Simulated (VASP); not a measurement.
Input of a VASP 6.6.1 run:

The input INCAR:

```
PREC = Accurate
ENCUT = 520
EDIFF = 1E-6
ISMEAR = 0
SIGMA = 0.02
LREAL = F
LASPH = T
NELM = 80
ALGO = Normal
ISIF = 2
LWAVE = F
LCHARG = T
GGA = PE
LELF = T
LVHAR = T
NBANDS = 44
```

File KPOINTS:

```
regular mesh
0
Gamma
  6 6 6
```

Contents of POSCAR:

```
ScAl2N3
1.0
    4.9380638204     -2.8397602654      0.0000000000
    4.9380638204      2.8397602654      0.0000000000
    0.0000000000      0.0000000000      5.0229706300
Sc Al N
2 4 6
Direct
    0.6777077092      0.3222922908      0.5213827019
    0.3222922908      0.6777077092      0.0213827019
    0.0066990774      0.3357216471      0.0050866663
    0.9933009226      0.6642783529      0.5050866663
    0.6642783529      0.9933009226      0.0050866663
    0.3357216471      0.0066990774      0.5050866663
    0.0293764091      0.3324980217      0.6266420481
    0.9706235909      0.6675019783      0.1266420481
    0.6909270875      0.3090729125      0.0901598694
    0.3090729125      0.6909270875      0.5901598694
    0.6675019783      0.9706235909      0.6266420481
    0.3324980217      0.0293764091      0.1266420481
```

Potentials or basis: VASP PAW PBE potentials, release 64 (Sc_sv, Al, N).

Command:

```bash
$ cat potpaw_PBE.64/Sc_sv/POTCAR potpaw_PBE.64/Al/POTCAR potpaw_PBE.64/N/POTCAR > POTCAR
$ mpirun -np 1 vasp_std > vasp.out
```

Task: What does it give for the band gap on the k mesh?

Result: 2.98 eV (least direct gap 3.02 eV).

Task: Estimate the pressure.

Result: 0.1 GPa.

Task: Estimate the largest force.

Result: 0.068 eV/Å.

Forces in eV/Å, atoms in the order of the input:
```
Sc   0.000 -0.001  0.010
Sc   0.000  0.001  0.010
Al   0.001 -0.005  0.002
Al  -0.001  0.005  0.002
Al  -0.001 -0.005  0.002
Al   0.001  0.005  0.002
N    0.050 -0.030  0.012
N   -0.050  0.030  0.012
N    0.000 -0.056 -0.038
N    0.000  0.056 -0.038
N   -0.050 -0.030  0.012
N    0.050  0.030  0.012
```

A k mesh can miss the band edges.
